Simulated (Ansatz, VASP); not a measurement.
**Zr2O: VASP beside Ansatz**

```
CELL_PARAMETERS angstrom
4.39831 0.00000 0.00000
0.00000 4.39831 0.00000
0.00000 0.00000 5.71781
ATOMIC_POSITIONS crystal
Zr 0.25000 0.25000 0.75000
Zr 0.75000 0.25000 0.25000
Zr 0.25000 0.75000 0.25000
Zr 0.75000 0.75000 0.75000
O 0.00000 0.00000 0.00000
O 0.50000 0.50000 0.50000
```

Alike in both runs: task single point; functional PBEsol; k mesh 12 × 12 × 12; occupations gaussian, width 0.15 eV; no spin polarisation.

|  | VASP | Ansatz |
| --- | --- | --- |
| version | VASP 6.6.1 | Ansatz 0.2.0 |
| potentials or method | VASP PAW PBE potentials, release 64 (Zr_sv, O), cutoff 520 eV | scalar-relativistic, plane waves, PAW |
| valence electrons in the cell | 60 | 60 |

VASP gave:

```
gap on the k mesh at the Fermi level (eV)                     : none
pressure (GPa)                                                : -1.9
traceless stress, the component that is largest in VASP (GPa) : -14.21
```

What did Ansatz give for the same quantities?

gap on the k mesh at the Fermi level (eV): none; pressure (GPa): -2.1; traceless stress, the component that is largest in VASP (GPa): -14.28.

VASP's potentials were made for PBE, not for PBEsol. A gap of «none» marks a metal or a gap that the smearing closes. With one functional, cell and mesh, what is left measures potentials, basis and numerics.
